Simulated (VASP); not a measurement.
Set up this calculation in VASP 6.6.1, as the native input.

- Task: single point
- Functional: PBEsol
- Potentials or basis: VASP PAW PBE potentials, release 64 (Ti_sv, Pt)
- Cutoff: 520 eV
- k mesh: 9 × 9 × 9
- Occupations: fermi-dirac, width 0.05 eV
- Spin: no spin polarisation
- Dipole correction: no
- Further INCAR settings: ALGO = Normal; EDIFF = 1e-06; NBANDS = 29

The structure of TiPt3 lies in POSCAR:

```
TiPt3
1.0
    3.8970000000      0.0000000000      0.0000000000
    0.0000000000      3.8970000000      0.0000000000
    0.0000000000      0.0000000000      3.9749400000
Ti Pt
1 3
Direct
    0.0000000000      0.0000000000      0.0000000000
    0.0000000000      0.5000000000      0.5000000000
    0.5000000000      0.0000000000      0.5000000000
    0.5000000000      0.5000000000      0.0000000000
```

This cell differs from its parent crystal: zz strain of +2 %.

One way to write it, as run:

INCAR

```
PREC = Accurate ; ENCUT = 520
EDIFF = 1E-6 ; ISMEAR = -1
SIGMA = 0.05 ; LREAL = False
LASPH = True ; NELM = 100
ALGO = Normal ; ISIF = 2
LWAVE = False ; LCHARG = False
GGA = PS ; NBANDS = 29
```

KPOINTS

```
Automatic mesh
0
Gamma
  9 9 9
```

Potentials or basis: VASP PAW PBE potentials, release 64 (Ti_sv, Pt).

Command:

```console
$ cat potpaw_PBE.64/Ti_sv/POTCAR potpaw_PBE.64/Pt/POTCAR > POTCAR
$ mpirun -np 1 vasp_std > vasp.out
```

It gave:

The pressure is -4.8 GPa. The band gap on the k mesh is zero (band 21 reaches 12.64 eV, above the bottom of band 22 at 11.19 eV).

Caveat: the cell differs from its parent crystal (zz strain of +2 %); the PAW data sets were made with another functional, which shifts forces and pressure a little; spin-orbit coupling is left out, which moves the levels of the heavy elements.

It took 57 s on 1 thread of AMD EPYC 9R45 96-Core Processor (Zen 5) (shared host), peak memory 0.22 GiB.
